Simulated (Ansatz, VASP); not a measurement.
CdSe: VASP beside Ansatz

INCAR

```
SYSTEM = CdSe
PREC = Accurate
ENCUT = 600
EDIFF = 1E-6
ISMEAR = -1
SIGMA = 0.05
LREAL = .False.
LASPH = .True.
NELM = 100
ALGO = Normal
ISIF = 3
LWAVE = .False.
LCHARG = .False.
GGA = RP
IBRION = 2
NSW = 60
EDIFFG = -0.01
```

The input KPOINTS:

```
Automatic mesh
0
Gamma
  8 8 8
  0 0 0
```

Contents of POSCAR:

```
CdSe
1.0
    0.0000000000      2.8739580000      2.8739580000
    2.8739580000      0.0000000000      2.8739580000
    2.8739580000      2.8739580000      0.0000000000
Cd Se
1 1
Direct
    0.0000000000      0.0000000000      0.0000000000
    0.5000000000      0.5000000000      0.5000000000
```

input.yaml

```yaml
crystal:
  lattice:
    - [0.0, 2.873958, 2.873958]
    - [2.873958, 0.0, 2.873958]
    - [2.873958, 2.873958, 0.0]
  atoms:
    - { symbol: Cd, position: [0.0, 0.0, 0.0] }
    - { symbol: Se, position: [0.5, 0.5, 0.5] }
hamiltonian:
  xc: rpbe
  pseudopotentials: { kind: paw }
kpoints:
  mp_grid: { grid: [8, 8, 8] }
scf:
  occupations: { method: fermi_dirac, width: 0.05 }
output:
  forces: true
  stress: true
  eigenvalues: true
relax:
  f_tol: 0.01
  max_steps: 40
  cell: { stress_tol: 0.05 }
```

Alike in both runs: task relaxation of cell and atoms; functional RPBE; k mesh 8 × 8 × 8; occupations fermi-dirac, width 0.05 eV; no spin polarisation.

```csv
,VASP,Ansatz
version,VASP 6.6.1,Ansatz 0.2.0
potentials or method,"VASP PAW PBE potentials, release 64 (Cd, Se)",Ansatz PAW
plane-wave cutoff (eV),600,420
valence electrons in the cell,18,36
```

VASP gave:

```
gap on the k mesh at the Fermi level, each at its own relaxed structure (eV) : none
relaxed volume (Å³/atom)                                                     : 24.66
relaxed cell length with the largest relative difference (Å)                 : 4.116
```

Q: Estimate Ansatz's values.

A: gap on the k mesh at the Fermi level, each at its own relaxed structure (eV): none; relaxed volume (Å³/atom): 24.56; relaxed cell length with the largest relative difference (Å): 4.111.

VASP's potentials were made for PBE, not for RPBE. A gap of «none» marks a metal or a gap that the smearing closes. VASP's potentials hold 18 valence electrons a cell and Ansatz's 36, so a difference there can come from the potentials and not from the codes.

Noted on Ansatz's run: the plane-wave basis is chosen anew once the cell has moved, so the energies of steps on either side of that aren't comparable.
